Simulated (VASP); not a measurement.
# BeZn7O8 (Cm) in VASP: notebook

Runs on BeZn7O8. Level: LDA. Tasks: single point.

Everything below comes from runs of VASP 6.6.1. Logs are shortened: lines on timing, memory, paths and dates and some standing lists are left out, and cuts for length are marked.

## Step 1: The cell of the first run

It takes space group Cm (No. 8, monoclinic). Conventional cell: a = 10.122 Å, b = 6.229 Å, c = 7.382 Å, α = 90.00°, β = 132.93°, γ = 90.00°. Within 2.2 Å of Be (site symmetry m) lie 4 O at 1.66 to 1.70 Å. Zn (site symmetry 1) has 4 O at 1.93 to 1.98 Å within 2.6 Å. Within 2.5 Å of Zn (site symmetry m) lie 4 O at 1.91 to 1.97 Å. Within 2.5 Å of Zn (site symmetry 1) lie 4 O at 1.91 to 1.96 Å. Within 2.5 Å of Zn (site symmetry m) lie 4 O at 1.92 to 1.95 Å. Zn (site symmetry m) has 4 O at 1.92 to 1.94 Å within 2.5 Å. O (site symmetry m) has 1 Be at 1.66 Å and 3 Zn at 1.94 to 1.96 Å within 2.2 Å. Within 2.5 Å of O (site symmetry m) lie 4 Zn at 1.91 to 1.92 Å.

## Step 2: Single point, LDA

INCAR

```
PREC = Accurate
ENCUT = 520
EDIFF = 1E-7
ISMEAR = 0
SIGMA = 0.1
LREAL = Auto
LASPH = T
NELM = 80
ALGO = Normal
ISIF = 2
LWAVE = F
LCHARG = T
GGA = CA
LELF = T
LVHAR = T
NBANDS = 81
```

KPOINTS

```
Automatic mesh
0
Gamma
  4 4 4
```

POSCAR

```
BeZn7O8
1.0
    3.1147053967     -0.0152518170      5.0610706075
    3.1147053967      0.0152518170     -5.0610706075
   -3.1147053967      5.4048251816     -0.0164720629
Be Zn O
1 7 8
Direct
    0.1681488246      0.1631068362      0.3312556608
    0.1649482544      0.1637525405      0.8359143409
    0.6651418835      0.6666293115      0.3317711950
    0.6721618004      0.6709660865      0.8359143409
    0.0927186964      0.5870368429      0.1743416620
    0.5873048190      0.0816229655      0.1743416620
    0.0926697093      0.5684931672      0.6611628765
    0.5698571321      0.0890580501      0.6589151822
    0.3300764362      0.9967906317      0.3268670678
    0.8550647265      0.4792573483      0.3343220748
    0.3547360244      0.9701452431      0.8358682579
    0.8657230147      0.4811322335      0.8358682579
    0.2617666019      0.3697950911      0.1846576148
    0.2695420958      0.3615876233      0.6311297191
    0.8148625237      0.9228910130      0.1846576148
    0.7632774571      0.8997350155      0.6630124726
```

Potentials or basis: VASP PAW LDA potentials, release 64 (Be, Zn, O).

Launch:

```console
$ cat potpaw_LDA.64/Be/POTCAR potpaw_LDA.64/Zn/POTCAR potpaw_LDA.64/O/POTCAR > POTCAR
$ mpirun -np 1 vasp_std > vasp.out
```

OUTCAR:

```text
PREC = Accurate
   ENCUT = 520
   EDIFF = 1E-7
   ISMEAR = 0
   LREAL = Auto
   LASPH = T
   NELM = 80
   ISIF = 2
   GGA = CA

 ion  position               nearest neighbor table
   1  0.168  0.163  0.331-   9 1.66  14 1.70  15 1.70  13 1.70
   2  0.165  0.164  0.836-  16 1.93  11 1.94  13 1.97  14 1.98   7 3.03
   3  0.665  0.667  0.332-  10 1.91  16 1.92  13 1.97  15 1.97
   4  0.672  0.671  0.836-  16 1.93  12 1.94  15 1.97  14 1.98   7 3.03
   5  0.093  0.587  0.174-  10 1.91  12 1.93   9 1.96  13 1.96   8 3.04
   6  0.587  0.082  0.174-  10 1.91  11 1.93   9 1.96  15 1.96   8 3.04
   7  0.093  0.568  0.661-  10 1.92  11 1.93  12 1.93  14 1.95   4 3.03   2 3.03
   8  0.570  0.089  0.659-  12 1.92  11 1.92  16 1.94   9 1.94   6 3.04   5 3.04
   9  0.330  0.997  0.327-   1 1.66   8 1.94   6 1.96   5 1.96
  10  0.855  0.479  0.334-   3 1.91   5 1.91   6 1.91   7 1.92
  11  0.355  0.970  0.836-   8 1.92   6 1.93   7 1.93   2 1.94
  12  0.866  0.481  0.836-   8 1.92   5 1.93   7 1.93   4 1.94
  13  0.262  0.370  0.185-   1 1.70   5 1.96   3 1.97   2 1.97
  14  0.270  0.362  0.631-   1 1.70   7 1.95   2 1.98   4 1.98
  15  0.815  0.923  0.185-   1 1.70   6 1.96   3 1.97   4 1.97
  16  0.763  0.900  0.663-   3 1.92   4 1.93   2 1.93   8 1.94

  LATTYP: Found a base centered monoclinic cell.
 ALAT       =    10.1221871771
 B/A-ratio  =     0.6154214188
 C/A-ratio  =     0.7292994052
 COS(beta)  =    -0.6811517682

  Lattice vectors:

 A1 = (   3.1147053967,   0.0152518170,  -5.0610706075)
 A2 = (  -3.1147053967,   0.0152518170,  -5.0610706075)
 A3 = (   0.0000000000,   5.3895733646,   5.0445985446)

Analysis of symmetry for initial positions (statically):
=====================================================================
 Subroutine PRICEL returns:
 Original cell was already a primitive cell.

 Routine SETGRP: Setting up the symmetry group for a
 base centered monoclinic supercell.

 Subroutine GETGRP returns: Found  2 space group operations
 (whereof  2 operations were pure point group operations)
 out of a pool of  4 trial point group operations.

The static configuration has the point symmetry C_1h.

Analysis of symmetry for dynamics (positions and initial velocities):
=====================================================================
 Subroutine PRICEL returns:
 Original cell was already a primitive cell.

 Routine SETGRP: Setting up the symmetry group for a
 base centered monoclinic supercell.

 Subroutine GETGRP returns: Found  2 space group operations
 (whereof  2 operations were pure point group operations)
 out of a pool of  4 trial point group operations.

The dynamic configuration has the point symmetry C_1h.

 Subroutine INISYM returns: Found  2 space group operations
 (whereof  2 operations are pure point group operations),
 and found     1 'primitive' translations

----------------------------------------------------------------------------------------

                                     Primitive cell

  volume of cell :     170.3990

  direct lattice vectors                    reciprocal lattice vectors
     3.114705397 -0.015251817  5.061070607     0.160528826  0.092811871  0.099073020
     3.114705397  0.015251817 -5.061070607     0.160528826  0.092209689 -0.098515447
    -3.114705397  5.404825182 -0.016472063     0.000000000  0.185021560  0.000557573

  length of vectors
     5.942731529  5.942731529  6.238092359     0.210235607  0.209707949  0.185022400

  position of ions in fractional coordinates (direct lattice)
     0.168148825  0.163106836  0.331255661
     0.164948254  0.163752540  0.835914341
     0.665141883  0.666629312  0.331771195
     0.672161800  0.670966087  0.835914341
     0.092718696  0.587036843  0.174341662
     0.587304819  0.081622966  0.174341662
[... 8 lines left out ...]
     0.814862524  0.922891013  0.184657615
     0.763277457  0.899735015  0.663012473

  ion indices of the primitive-cell ions
   primitive index   ion index
                 1           1
                 2           2
                 3           3
                 4           4
                 5           5
                 6           6
[... 8 lines left out ...]
                15          15
                16          16

----------------------------------------------------------------------------------------

 KPOINTS: Automatic mesh

Automatic generation of k-mesh.
 Grid dimensions read from file:
 generate k-points for:    4    4    4

 Generating k-lattice:

  Cartesian coordinates                     Fractional coordinates (reciprocal lattice)
     0.040132206  0.023202968  0.024768255     0.250000000  0.000000000  0.000000000
     0.040132206  0.023052422 -0.024628862    -0.000000000  0.250000000  0.000000000
     0.000000000  0.046255390  0.000139393     0.000000000 -0.000000000  0.250000000

  Length of vectors
     0.052558902  0.052426987  0.046255600

  Shift w.r.t. Gamma in fractional coordinates (k-lattice)
[... 42 lines left out ...]
   ISIF   =      2    stress and relaxation
   ISYM   =      2    0-nonsym 1-usesym 2-fastsym
   POTIM  = 0.5000    time-step for ionic-motion
   TEBEG  =    0.0;   TEEND  =   0.0 temperature during run
   PSTRESS=    0.0 pullay stress
   NELECT =     134.0000    total number of electrons
   NUPDOWN=      -1.0000    fix difference up-down
   EMIN   =  10.00;   EMAX   =-10.00  energy-range for DOS
   EFERMI =   0.00;   METHOD = LEGACY
   ISMEAR =     0;   SIGMA  =   0.10  broadening in eV -4-tet -1-fermi 0-gaus
   EFERMI_NEDOS =   21; number of points for ismear=-14 and -15
   IALGO  =     38    algorithm
   IMIX   =      4    mixing-type and parameters
     AMIX     =   0.40;   BMIX     =  1.00
     AMIX_MAG =   1.60;   BMIX_MAG =  1.00
  volume/ion in A,a.u.               =      10.65        71.87
  Fermi-wavevector in a.u.,A,eV,Ry     =   1.511080  2.855527 31.067031  2.283362
  Thomas-Fermi vector in A             =   2.621185
   LORBIT       =      0    0 simple, 1 ext, 2 COOP (PROOUT), +10 PAW based schemes
   GGA     = CA    functional components
   LHFCALC =     F    Hartree Fock is set to
   AEXX    =    0.0000 exact exchange contribution
   IVDW    =     0    specifies the selected vdW correction
   LEPSILON=     F    determine dielectric tensor
   LRPA    =     F    only Hartree local field effects (RPA)
 non-spin polarized calculation
 Gauss-broadening in eV      SIGMA  =   0.10
  energy-cutoff  :      520.00
  volume of cell :      170.40
 maximum number of plane-waves:      4622
 NGX is ok and might be reduce to    48
   NGX = 23   NGY = 23   NGZ = 23

 number of electron     133.9999998 magnetization

 Free energy of the ion-electron system (eV)
  ---------------------------------------------------
  ext. energy  EPLUGINS =         0.00000000
  ---------------------------------------------------
  free energy    TOTEN  =       -89.17061577 eV

  energy without entropy =      -89.17061577  energy(sigma->0) =      -89.17061577

 E-fermi :   2.1285     XC(G=0): -11.8052

 val. band max:        1.6223040012   @ k =   0.0000   0.0000   0.0000
 cond. band min:       2.8290699421   @ k =   0.0000   0.0000   0.0000
 fundamental gap:      1.2067659409
 Fermi energy:         2.1284851230

 k-point     1 :       0.0000    0.0000    0.0000
  band No.  band energies     occupation
      1     -16.6878      2.00000
      2     -15.7795      2.00000
      3     -15.7378      2.00000
      4     -15.6532      2.00000
      5     -15.6150      2.00000
      6     -15.5371      2.00000
[... 71 lines left out ...]
     78      10.3794      0.00000
     79      10.5455      0.00000

 k-point     2 :       0.2500    0.0000   -0.0000
  band No.  band energies     occupation
      1     -16.5480      2.00000
      2     -15.8329      2.00000
      3     -15.7529      2.00000
      4     -15.7246      2.00000
      5     -15.6505      2.00000
      6     -15.5562      2.00000
[... 71 lines left out ...]
     78      10.4018      0.00000
     79      10.6701      0.00000
[... 1720 lines left out ...]
     78      10.5505      0.00000
     79      10.6938      0.00000

 k-point    24 :       0.5000    0.5000    0.5000
  band No.  band energies     occupation
      1     -16.0674      2.00000
      2     -15.9406      2.00000
      3     -15.9178      2.00000
      4     -15.8644      2.00000
      5     -15.7372      2.00000
      6     -15.7048      2.00000
[... 71 lines left out ...]
     78      10.5122      0.00000
     79      10.9056      0.00000
 [bands above 79 left out]

------------------------ aborting loop because EDIFF is reached ----------------------------------------

  FORCE on cell =-STRESS in cart. coord.  units (eV):
  Direction    XX          YY          ZZ          XY          YZ          ZX
  --------------------------------------------------------------------------------------
  -------------------------------------------------------------------------------------
  Total        1.1245757      1.1690484      1.2499926      0.0000000     -0.0256966      0.0000000
  in kB       10.5738285     10.9919834     11.7530612      0.0000000     -0.2416120      0.0000000
  external PRESSURE =      11.1062910 kB  Pullay stress =       0.0000000 kB

 VOLUME and BASIS-vectors are now :
 -----------------------------------------------------------------------------
  energy-cutoff  :      520.00
  volume of cell :      170.40
      direct lattice vectors                 reciprocal lattice vectors
     3.114705397 -0.015251817  5.061070607     0.160528826  0.092811871  0.099073020
     3.114705397  0.015251817 -5.061070607     0.160528826  0.092209689 -0.098515447
    -3.114705397  5.404825182 -0.016472063     0.000000000  0.185021560  0.000557573

 POSITION                                       TOTAL-FORCE (eV/Angst)
 -----------------------------------------------------------------------------------
      0.00000      1.79030      0.02006         0.000000     -0.006278      0.004182
     -1.57982      4.51795     -0.00772         0.008827      0.009330     -0.003652
      3.11471      1.79319     -0.01299        -0.000000     -0.012231     -0.015989
      1.57982      4.51795     -0.00772        -0.008827      0.009330     -0.003652
      1.57422      0.94983     -2.50465         0.005194     -0.007691      0.015066
      1.54049      0.93457      2.55642        -0.005194     -0.007691      0.015066
[... 8 lines left out ...]
      4.83744      0.99969     -0.54978         0.050590      0.034134      0.014289
      3.11471      3.58555     -0.70154         0.000000     -0.000493     -0.017399
 -----------------------------------------------------------------------------------
    total drift:                               -0.000001      0.002023     -0.005981

  FREE ENERGIE OF THE ION-ELECTRON SYSTEM (eV)
  ---------------------------------------------------
  free  energy   TOTEN  =       -89.1706157663 eV

  energy  without entropy=      -89.1706157663  energy(sigma->0) =      -89.17061577
```

Run time: 16 min. Hardware: 1 thread of Intel Xeon Platinum 8488C (Sapphire Rapids), shared host; peak memory 0.39 GiB.

Results:

| Property | Result |
| --- | --- |
| Free energy | -89.1706 eV |
| Pressure | 1.1 GPa |
| Largest force | 0.077 eV/Å |
| Band gap on the k mesh | 1.21 eV |

Forces in eV/Å, atoms in the order of the input:
```
Be   0.000 -0.006  0.004
Zn   0.009  0.009 -0.004
Zn   0.000 -0.012 -0.016
Zn  -0.009  0.009 -0.004
Zn   0.005 -0.008  0.015
Zn  -0.005 -0.008  0.015
Zn   0.000  0.011  0.002
Zn   0.000  0.001  0.004
O    0.000 -0.003 -0.077
O    0.000 -0.003  0.005
O   -0.010  0.005  0.007
O    0.010  0.005  0.007
O   -0.051  0.034  0.014
O    0.000 -0.067  0.030
O    0.051  0.034  0.014
O    0.000  0.000 -0.017
```

## Step 3: Single point, LDA

This run uses another cell than the first one, of 11.18 Å³/atom.

INCAR

```
PREC = Accurate
ENCUT = 520
EDIFF = 1E-7
ISMEAR = 0
SIGMA = 0.1
LREAL = Auto
LASPH = T
NELM = 60
ALGO = Normal
ISIF = 2
LWAVE = F
LCHARG = F
NBANDS = 81
```

KPOINTS is that of step 2.

POSCAR

```
BeZn7O8
1.0
    3.1810000000      0.0000000000      5.1015000000
    3.1810000000      0.0000000000     -5.1015000000
   -3.1810000000      5.5096536189      0.0000000000
Be Zn O
1 7 8
Direct
    0.1666666700      0.1666666700      0.3333333300
    0.1666666700      0.1666666700      0.8333333300
    0.6666666700      0.6666666700      0.3333333300
    0.6666666700      0.6666666700      0.8333333300
    0.0833333300      0.5833333300      0.1666666700
    0.5833333300      0.0833333300      0.1666666700
    0.0833333300      0.5833333300      0.6666666700
    0.5833333300      0.0833333300      0.6666666700
    0.3576666700      0.9756666700      0.3333333300
    0.8576666700      0.4756666700      0.3333333300
    0.3576666700      0.9756666700      0.8333333300
    0.8576666700      0.4756666700      0.8333333300
    0.2743333300      0.3923333300      0.1666666700
    0.2743333300      0.3923333300      0.6666666700
    0.7743333300      0.8923333300      0.1666666700
    0.7743333300      0.8923333300      0.6666666700
```

Potentials or basis: VASP PAW LDA potentials, release 64 (Be, Zn, O).

Launch:

```console
$ cat potpaw_LDA.64/Be/POTCAR potpaw_LDA.64/Zn/POTCAR potpaw_LDA.64/O/POTCAR > POTCAR
$ mpirun -np 1 vasp_std > vasp.out
```

It took 13 min on 1 thread of Intel Xeon Platinum 8488C (Sapphire Rapids), shared host; peak memory 0.39 GiB.

The run converged. Its results:

* Free energy: -87.8708 eV
* Pressure: -2.6 GPa
* Largest force: 2.397 eV/Å
* Band gap on the k mesh: 1.08 eV

Forces on the atoms (eV/Å):
```
Be   0.000  0.002  0.113
Zn  -0.065 -0.040  0.098
Zn   0.000  0.077  0.130
Zn   0.065 -0.040  0.098
Zn  -0.061  0.040 -0.004
Zn   0.061  0.040 -0.004
Zn   0.000 -0.073  0.050
Zn   0.000 -0.004  0.002
O    0.000 -0.014 -2.359
O    0.000 -0.006 -0.072
O   -0.007  0.011 -0.029
O    0.007  0.011 -0.029
O   -1.975  1.148  0.689
O    0.000 -2.289  0.709
O    1.975  1.148  0.689
O    0.000 -0.009 -0.082
```

Stress tensor (GPa, compression positive):
```
-2.70  0.00  0.00
 0.00 -2.70  0.00
 0.00  0.00 -2.31
```

Levels at points of the mesh, in eV from the valence-band top:
| k point | band 65 | band 66 | band 67 | band 68 | band 69 | band 70 |
| --- | --- | --- | --- | --- | --- | --- |
| (0.00, 0.00, 0.00) | -0.11 | 0.00 | 0.00 | 1.08 | 5.38 | 5.53 |
| (0.50, 0.00, 0.00) | -0.68 | -0.60 | -0.52 | 3.81 | 3.93 | 6.09 |
| (0.00, 0.50, 0.00) | -0.72 | -0.57 | -0.50 | 3.77 | 3.96 | 6.09 |
| (0.50, 0.50, 0.00) | -0.51 | -0.31 | -0.31 | 3.65 | 3.78 | 5.54 |
| (0.00, 0.00, 0.50) | -0.56 | -0.48 | -0.34 | 3.43 | 3.59 | 6.41 |
| (0.50, 0.50, 0.50) | -0.94 | -0.91 | -0.91 | 4.80 | 4.96 | 4.98 |

Caveat: forces of over 1 eV/Å act on the atoms, so gaps and moduli don't describe the material at rest.

## Step 4: Single point, LDA

INCAR

```
SYSTEM = BeZn7O8
  ALGO = Normal
  EDIFF = 1E-6
  ENCUT = 520
  ISIF = 2
  ISMEAR = 0
  LASPH = .True.
  LCHARG = .True.
  LELF = .True.
  LREAL = Auto
  LVHAR = .True.
  LWAVE = .False.
  NBANDS = 81
  NELM = 100
  PREC = Accurate
  SIGMA = 0.02
```

KPOINTS

```
k-points
0
Gamma
  6 6 6
  0 0 0
```

POSCAR

```
BeZn7O8
1.0
    3.1126214067     -0.0162458348      5.0609460796
    3.1126214067      0.0162458348     -5.0609460796
   -3.1126214067      5.4028319087     -0.0175391973
Be Zn O
1 7 8
Direct
    0.1681181153      0.1630613413      0.3311794566
    0.1649779520      0.1637039141      0.8359831356
    0.6652042590      0.6666878985      0.3318921575
    0.6722792215      0.6710051836      0.8359831356
    0.0926822827      0.5869284538      0.1742488889
    0.5873204350      0.0815666062      0.1742488889
    0.0927273908      0.5684599961      0.6611873870
    0.5698793839      0.0891128289      0.6589922127
    0.3300344341      0.9968144926      0.3268489268
    0.8550609706      0.4792287337      0.3342897043
    0.3546583532      0.9700900627      0.8358717161
    0.8657816534      0.4812133629      0.8358717161
    0.2617290669      0.3698469497      0.1846869890
    0.2694960000      0.3615088833      0.6310048833
    0.8148400393      0.9229579221      0.1846869890
    0.7632104423      0.8998133705      0.6630238128
```

Launch:

```console
$ cat potpaw_LDA.64/Be/POTCAR potpaw_LDA.64/Zn/POTCAR potpaw_LDA.64/O/POTCAR > POTCAR
$ mpirun -np 1 vasp_std > vasp.out
```

Wall time 80 min (1 thread of Oxide Virtual Turin-like, shared host); peak memory 0.62 GiB.

Results (log left out):

| Quantity | Value |
| --- | --- |
| Free energy | -89.1705 eV |
| Pressure | 1.3 GPa |
| Largest force | 0.077 eV/Å |
| Band gap on the k mesh | 1.21 eV |

Forces in eV/Å, atoms in the order of the input:
```
Be   0.000 -0.001  0.004
Zn   0.015  0.011 -0.005
Zn   0.000 -0.015 -0.010
Zn  -0.015  0.011 -0.005
Zn   0.012  0.001  0.016
Zn  -0.012  0.001  0.016
Zn   0.000  0.005  0.011
Zn   0.000 -0.009  0.003
O    0.000 -0.004 -0.077
O    0.000  0.000 -0.006
O   -0.008  0.003  0.002
O    0.008  0.003  0.002
O   -0.051  0.029  0.019
O    0.000 -0.062  0.029
O    0.051  0.029  0.019
O    0.000 -0.001 -0.017
```

Levels at points of the mesh, in eV from the valence-band top:
| k point | band 64 | band 65 | band 66 | band 67 | band 68 | band 69 | band 70 | band 71 |
| --- | --- | --- | --- | --- | --- | --- | --- | --- |
| (0.00, 0.00, 0.00) | -0.73 | -0.15 | -0.01 | 0.00 | 1.21 | 5.05 | 5.71 | 5.83 |
| (0.50, 0.00, 0.00) | -0.88 | -0.63 | -0.59 | -0.37 | 3.59 | 4.08 | 5.73 | 6.08 |
| (0.00, 0.50, 0.00) | -0.77 | -0.62 | -0.51 | -0.43 | 3.70 | 4.13 | 5.77 | 6.20 |
| (0.50, 0.50, 0.00) | -0.55 | -0.50 | -0.27 | -0.22 | 3.51 | 3.96 | 5.59 | 5.90 |
| (0.00, 0.00, 0.50) | -0.60 | -0.53 | -0.52 | -0.26 | 3.34 | 3.70 | 6.27 | 6.37 |
| (0.50, 0.50, 0.50) | -1.22 | -0.82 | -0.79 | -0.68 | 4.19 | 4.93 | 5.09 | 5.67 |

## Step 5: Overview

```csv
cell,k mesh,smearing,gap on the mesh (eV),pressure (GPa),largest force (eV/Å)
"a = 5.943, b = 5.943, c = 6.238 Å, angles 104.9, 105.4, 116.8°, 16 atoms, atomic positions A",4 × 4 × 4,gaussian 0.1 eV,1.21,1.1,0.08
"a = 6.012, b = 6.012, c = 6.362 Å, angles 105.3, 105.3, 116.1°, 16 atoms, atomic positions B",4 × 4 × 4,gaussian 0.1 eV,1.08,-2.6,2.40
"a = 5.942, b = 5.942, c = 6.235 Å, angles 104.9, 105.4, 116.8°, 16 atoms, atomic positions C",6 × 6 × 6,gaussian 0.02 eV,1.21,1.3,0.08
```

Alike in all rows: task single point; level LDA; potentials or basis VASP PAW LDA potentials, release 64 (Be, Zn, O); no spin polarisation; cutoff (eV) 520.

Caveats: forces of over 1 eV/Å act on the atoms, so gaps and moduli don't describe the material at rest (at least some runs).

Total energies depend on the potentials used, so only differences within one code and one set of settings carry meaning.
